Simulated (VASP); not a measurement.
A run of VASP 6.6.1 is set up as follows.

Contents of INCAR:

```
PREC     = Accurate       # precision mode
ENCUT    = 600            # plane-wave cutoff, eV
EDIFF    = 1E-7           # SCF threshold, eV
ISMEAR   = -1             # smearing method
SIGMA    = 0.01           # smearing width, eV
LREAL    = False          # projectors in reciprocal space
LASPH    = True           # aspherical terms in the spheres
NELM     = 120            # most SCF steps
ALGO     = Normal         # electronic algorithm
ISIF     = 3              # what is computed and relaxed
LWAVE    = False          # write WAVECAR
LCHARG   = False          # write CHGCAR
GGA      = PS             # functional
IBRION   = 2              # ionic algorithm
NSW      = 80             # ionic steps
EDIFFG   = -0.02          # ionic threshold
GGA_COMPAT= False        
NELMIN   = 4
```

File KPOINTS:

```
Automatic mesh
0
Gamma
  7 7 7
```

File POSCAR:

```
BeSe
1.0
    0.0000000000      2.5350000000      2.5350000000
    2.5350000000      0.0000000000      2.5350000000
    2.5350000000      2.5350000000      0.0000000000
Be Se
1 1
Direct
    0.0000000000      0.0000000000      0.0000000000
    0.2500000000      0.2500000000      0.2500000000
```

Potentials or basis: VASP PAW PBE potentials, release 64 (Be, Se).

Run with:

```sh
$ cat potpaw_PBE.64/Be/POTCAR potpaw_PBE.64/Se/POTCAR > POTCAR
$ mpirun -np 1 vasp_std > vasp.out
```

Predict the space group after relaxing (to 0.1 Å).

F-43m (No. 216).

What does it give for the band gap on the k mesh?

2.59 eV (least direct gap 4.26 eV).

Estimate the relaxed volume.

16.93 Å³/atom.

Final structure:
```
Be Se
1.0
     0.00000    2.56770    2.56770
     2.56770    0.00000    2.56770
     2.56770    2.56770    0.00000
Be Se
1 1
Cartesian
  0.0000 0.0000 0.0000
  1.2838 1.2838 1.2838
```

Caveat: the PAW data sets were made with another functional, which shifts forces and pressure a little; an odd mesh through Γ misses points on the zone boundary, where band edges can lie.
